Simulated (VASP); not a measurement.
# Zr2N (P4_2/mnm) in VASP: notebook, part 2 of 2

VASP 6.6.1. The steps go on from the part before.

## (3) Single point, r2SCAN

POSCAR reads:

```
Zr2N
1.0
    5.4130027300      0.0000000000      0.0000000000
    0.0000000000      5.4130027300      0.0000000000
    0.0000000000      0.0000000000      3.3077891900
Zr N
4 2
Direct
    0.2961254600      0.2961254600      0.0000000000
    0.7038745400      0.7038745400      0.0000000000
    0.7961254600      0.2038745400      0.5000000000
    0.2038745400      0.7961254600      0.5000000000
    0.0000000000      0.0000000000      0.0000000000
    0.5000000000      0.5000000000      0.5000000000
```

INCAR.step1 reads:

```
SYSTEM = Zr2N
ALGO     = Normal         ! electronic algorithm
EDIFF    = 1E-4           ! SCF threshold, eV
ENCUT    = 520            ! plane-wave cutoff, eV
GGA      = PE             ! functional
ISMEAR   = 0              ! smearing method
LASPH    = .True.         ! aspherical terms in the spheres
LCHARG   = .False.        ! write CHGCAR
LREAL    = .False.        ! projectors in reciprocal space
LWAVE    = .True.         ! write WAVECAR
NBANDS   = 38             ! bands
NELM     = 100            ! most SCF steps
PREC     = Accurate       ! precision mode
SIGMA    = 0.1            ! smearing width, eV
```

INCAR.step2 reads:

```
SYSTEM = Zr2N
ALGO     = Normal         ! electronic algorithm
EDIFF    = 1E-6           ! SCF threshold, eV
ENCUT    = 520            ! plane-wave cutoff, eV
ISIF     = 2              ! what is computed and relaxed
ISMEAR   = 0              ! smearing method
ISTART   = 1            
LASPH    = .True.         ! aspherical terms in the spheres
LCHARG   = .True.         ! write CHGCAR
LELF     = .True.         ! ELF
LMIXTAU  = .True.       
LREAL    = .False.        ! projectors in reciprocal space
LVHAR    = .True.       
LWAVE    = .False.        ! write WAVECAR
METAGGA  = R2SCAN         ! meta-GGA
NBANDS   = 38             ! bands
NELM     = 100            ! most SCF steps
PREC     = Accurate       ! precision mode
SIGMA    = 0.1            ! smearing width, eV
```

KPOINTS reads:

```
k-points
0
Gamma
  10 10 16
  0 0 0
```

Potentials or basis: VASP PAW PBE potentials, release 64 (Zr_sv, N).

Launch:

```console
$ cat potpaw_PBE.64/Zr_sv/POTCAR potpaw_PBE.64/N/POTCAR > POTCAR
$ cp INCAR.step1 INCAR
$ mpirun -np 1 vasp_std > vasp.out
$ cp INCAR.step2 INCAR
$ mpirun -np 1 vasp_std > vasp.out
```

OUTCAR:

```text
SYSTEM = Zr2N
   EDIFF = 1E-6
   ENCUT = 520
   ISIF = 2
   ISMEAR = 0
   ISTART = 1
   LASPH = .True.
   LREAL = .False.
   METAGGA = R2SCAN
   NELM = 100
   PREC = Accurate

 ion  position               nearest neighbor table
   1  0.296  0.296  0.000-   5 2.27   6 2.27   6 2.27   2 3.12   4 3.21   3 3.21   4 3.21   3 3.21
                             4 3.21   4 3.21   3 3.21   3 3.21   2 3.89   2 3.89
   2  0.704  0.704  0.000-   5 2.27   6 2.27   6 2.27   1 3.12   4 3.21   3 3.21   4 3.21   3 3.21
                             3 3.21   3 3.21   4 3.21   4 3.21   1 3.89   1 3.89
   3  0.796  0.204  0.500-   6 2.27   5 2.27   5 2.27   4 3.12   1 3.21   1 3.21   2 3.21   2 3.21
                             2 3.21   2 3.21   1 3.21   1 3.21   4 3.89   4 3.89
   4  0.204  0.796  0.500-   6 2.27   5 2.27   5 2.27   3 3.12   1 3.21   1 3.21   2 3.21   2 3.21
                             1 3.21   1 3.21   2 3.21   2 3.21   3 3.89   3 3.89
   5  0.000  0.000  0.000-   1 2.27   2 2.27   3 2.27   4 2.27   3 2.27   4 2.27
   6  0.500  0.500  0.500-   3 2.27   4 2.27   1 2.27   2 2.27   1 2.27   2 2.27

  LATTYP: Found a simple tetragonal cell.
 ALAT       =     5.4130027300
 C/A-ratio  =     0.6110821211

  Lattice vectors:

 A1 = (   5.4130027300,   0.0000000000,   0.0000000000)
 A2 = (   0.0000000000,   5.4130027300,   0.0000000000)
 A3 = (   0.0000000000,   0.0000000000,   3.3077891900)

Analysis of symmetry for initial positions (statically):
=====================================================================
 Subroutine PRICEL returns:
 Original cell was already a primitive cell.

 Routine SETGRP: Setting up the symmetry group for a
 simple tetragonal supercell.

 Subroutine GETGRP returns: Found 16 space group operations
 (whereof  8 operations were pure point group operations)
 out of a pool of 16 trial point group operations.

The static configuration has the point symmetry D_2h.
 The point group associated with its full space group is D_4h.

Analysis of symmetry for dynamics (positions and initial velocities):
=====================================================================
 Subroutine PRICEL returns:
 Original cell was already a primitive cell.

 Routine SETGRP: Setting up the symmetry group for a
 simple tetragonal supercell.

 Subroutine GETGRP returns: Found 16 space group operations
 (whereof  8 operations were pure point group operations)
 out of a pool of 16 trial point group operations.

The dynamic configuration has the point symmetry D_2h.
 The point group associated with its full space group is D_4h.

 Subroutine INISYM returns: Found 16 space group operations
 (whereof  8 operations are pure point group operations),
 and found     1 'primitive' translations

----------------------------------------------------------------------------------------

                                     Primitive cell

  volume of cell :      96.9202

  direct lattice vectors                    reciprocal lattice vectors
     5.413002730  0.000000000  0.000000000     0.184740347  0.000000000  0.000000000
     0.000000000  5.413002730  0.000000000     0.000000000  0.184740347  0.000000000
     0.000000000  0.000000000  3.307789190     0.000000000  0.000000000  0.302316727

  length of vectors
     5.413002730  5.413002730  3.307789190     0.184740347  0.184740347  0.302316727

  position of ions in fractional coordinates (direct lattice)
     0.296125460  0.296125460  0.000000000
     0.703874540  0.703874540  0.000000000
     0.796125460  0.203874540  0.500000000
[... 63 lines left out ...]
  0.100000  0.000000  0.062500      8.000000
  0.200000  0.000000  0.062500      8.000000
 [... further k-points ...]
   k-points           NKPTS =    189   k-points in BZ     NKDIM =    189   number of bands    NBANDS=     38
   number of dos      NEDOS =    301   number of ions     NIONS =      6
   total plane-waves  NPLWV =  44800
   dimension x,y,z NGX =    40 NGY =   40 NGZ =   28
   dimension x,y,z NGXF=    80 NGYF=   80 NGZF=   56
   ions per type =               4   2
   NGX,Y,Z   is equivalent  to a cutoff of  12.28, 12.28, 14.07 a.u.
   NGXF,Y,Z  is equivalent  to a cutoff of  24.57, 24.57, 28.14 a.u.
 SYSTEM =  Zr2N
   PREC   = accura    normal or accurate (medium, high low for compatibility)
   ISTART =      1    job   : 0-new  1-cont  2-samecut
   ICHARG =      0    charge: 1-file 2-atom 10-const
   ISPIN  =      1    spin polarized calculation?
   LNONCOLLINEAR =      F non collinear calculations
   LSORBIT =      F    spin-orbit coupling
   LASPH  =      T    aspherical Exc in radial PAW
   ENCUT  =  520.0 eV  38.22 Ry    6.18 a.u.  10.06 10.06  6.15*2*pi/ulx,y,z
   NELM   =    100;   NELMIN=  2; NELMDL=  0     # of ELM steps
   EDIFF  = 0.1E-05   stopping-criterion for ELM
   LREAL  =      F    real-space projection
   EDIFFG = 0.1E-04   stopping-criterion for IOM
   NSW    =      0    number of steps for IOM
   IBRION =     -1    ionic relax: 0-MD 1-quasi-New 2-CG
   NFREE  =      0    steps in history (QN), initial steepest desc. (CG)
   ISIF   =      2    stress and relaxation
   ISYM   =      2    0-nonsym 1-usesym 2-fastsym
   POTIM  = 0.5000    time-step for ionic-motion
   TEBEG  =    0.0;   TEEND  =   0.0 temperature during run
   PSTRESS=    0.0 pullay stress
   NELECT =      58.0000    total number of electrons
   NUPDOWN=      -1.0000    fix difference up-down
   EMIN   =  10.00;   EMAX   =-10.00  energy-range for DOS
   EFERMI =   0.00;   METHOD = LEGACY
   ISMEAR =     0;   SIGMA  =   0.10  broadening in eV -4-tet -1-fermi 0-gaus
   EFERMI_NEDOS =   21; number of points for ismear=-14 and -15
   IALGO  =     38    algorithm
   IMIX   =      4    mixing-type and parameters
     AMIX     =   0.40;   BMIX     =  1.00
     AMIX_MAG =   1.60;   BMIX_MAG =  1.00
  volume/ion in A,a.u.               =      16.15       109.01
  Fermi-wavevector in a.u.,A,eV,Ry     =   1.379577  2.607023 25.895066  1.903234
  Thomas-Fermi vector in A             =   2.504534
   LORBIT       =      0    0 simple, 1 ext, 2 COOP (PROOUT), +10 PAW based schemes
   METAGGA = R2SCAN    functional components
   LHFCALC =     F    Hartree Fock is set to
   AEXX    =    0.0000 exact exchange contribution
   IVDW    =     0    specifies the selected vdW correction
   LEPSILON=     F    determine dielectric tensor
   LRPA    =     F    only Hartree local field effects (RPA)
 non-spin polarized calculation
 Gauss-broadening in eV      SIGMA  =   0.10
  energy-cutoff  :      520.00
  volume of cell :       96.92
 maximum number of plane-waves:      2638
   NGX = 21   NGY = 21   NGZ = 13

 number of electron      58.0000001 magnetization

 Free energy of the ion-electron system (eV)
  ---------------------------------------------------
  ext. energy  EPLUGINS =         0.00000000
  ---------------------------------------------------
  free energy    TOTEN  =      -117.74376008 eV

  energy without entropy =     -117.73055554  energy(sigma->0) =     -117.73715781

 E-fermi :   9.7718     XC(G=0): -12.5465

 val. band max:        9.7708417922   @ k =   0.4000   0.0000   0.2500
 cond. band min:       9.7742674522   @ k =   0.5000   0.1000   0.2500
 fundamental gap:      0.0034256600
 Fermi energy:         9.7718198023

 k-point     1 :       0.0000    0.0000    0.0000
  band No.  band energies     occupation
      1     -40.7192      2.00000
      2     -40.5737      2.00000
      3     -40.5737      2.00000
      4     -40.5131      2.00000
      5     -18.9439      2.00000
      6     -18.3536      2.00000
[... 973 lines left out ...]
     37      12.7226      0.00000
     38      13.4242      0.00000

 [... further k-points ...]

------------------------ aborting loop because EDIFF is reached ----------------------------------------

  FORCE on cell =-STRESS in cart. coord.  units (eV):
  Direction    XX          YY          ZZ          XY          YZ          ZX
  --------------------------------------------------------------------------------------
  -------------------------------------------------------------------------------------
  Total        0.0204123      0.0204123     -0.1609363     -0.0000000      0.0000000      0.0000000
  in kB        0.3374337      0.3374337     -2.6604201     -0.0000000      0.0000000      0.0000000
  external PRESSURE =      -0.6618509 kB  Pullay stress =       0.0000000 kB

 VOLUME and BASIS-vectors are now :
 -----------------------------------------------------------------------------
  energy-cutoff  :      520.00
  volume of cell :       96.92
      direct lattice vectors                 reciprocal lattice vectors
     5.413002730  0.000000000  0.000000000     0.184740347  0.000000000  0.000000000
     0.000000000  5.413002730  0.000000000     0.000000000  0.184740347  0.000000000
     0.000000000  0.000000000  3.307789190     0.000000000  0.000000000  0.302316727

 POSITION                                       TOTAL-FORCE (eV/Angst)
 -----------------------------------------------------------------------------------
      1.60293      1.60293      0.00000         0.020172      0.020172      0.000000
      3.81007      3.81007      0.00000        -0.020172     -0.020172      0.000000
      4.30943      1.10357      1.65389         0.020172     -0.020172      0.000000
      1.10357      4.30943      1.65389        -0.020172      0.020172      0.000000
      0.00000      0.00000      0.00000         0.000000     -0.000000      0.000000
      2.70650      2.70650      1.65389         0.000000     -0.000000      0.000000
 -----------------------------------------------------------------------------------
    total drift:                                0.000000     -0.000000     -0.000000

  FREE ENERGIE OF THE ION-ELECTRON SYSTEM (eV)
  ---------------------------------------------------
  free  energy   TOTEN  =      -117.7437600835 eV

  energy  without entropy=     -117.7305555433  energy(sigma->0) =     -117.73715781
```

Wall time 85 min (1 thread of Oxide Virtual Turin-like, shared host); peak memory 0.57 GiB.

What came out:

| Item | Value |
| --- | --- |
| Free energy | -117.7438 eV |
| Pressure | -0.1 GPa |
| Largest force | 0.029 eV/Å |
| Band gap on the k mesh | zero (bands 29 and 30 overlap by 2.62 eV) |

Forces on the atoms (eV/Å):
```
Zr   0.020  0.020  0.000
Zr  -0.020 -0.020  0.000
Zr   0.020 -0.020  0.000
Zr  -0.020  0.020  0.000
N    0.000  0.000  0.000
N    0.000  0.000  0.000
```

Stress tensor (GPa, compression positive):
```
 0.03  0.00  0.00
 0.00  0.03  0.00
 0.00  0.00 -0.27
```

Levels at points of the mesh, in eV from the Fermi level:
```tsv
k point	band 27	band 28	band 29	band 30	band 31	band 32
(0.00, 0.00, 0.00)	0.09	0.75	0.86	1.03	1.03	1.48
(0.50, 0.00, 0.00)	-1.03	-1.03	1.45	1.45	1.64	1.64
(0.50, 0.50, 0.00)	-1.09	-1.09	0.90	0.90	1.46	1.46
(0.00, 0.00, 0.50)	-1.19	-1.19	-1.17	-1.17	2.01	2.01
(0.50, 0.00, 0.50)	-1.00	-1.00	-0.89	-0.89	1.57	1.57
(0.50, 0.50, 0.50)	-0.81	-0.81	-0.40	-0.40	1.17	1.17
```

Caveat: the PAW data sets were made with another functional, which shifts forces and pressure a little.
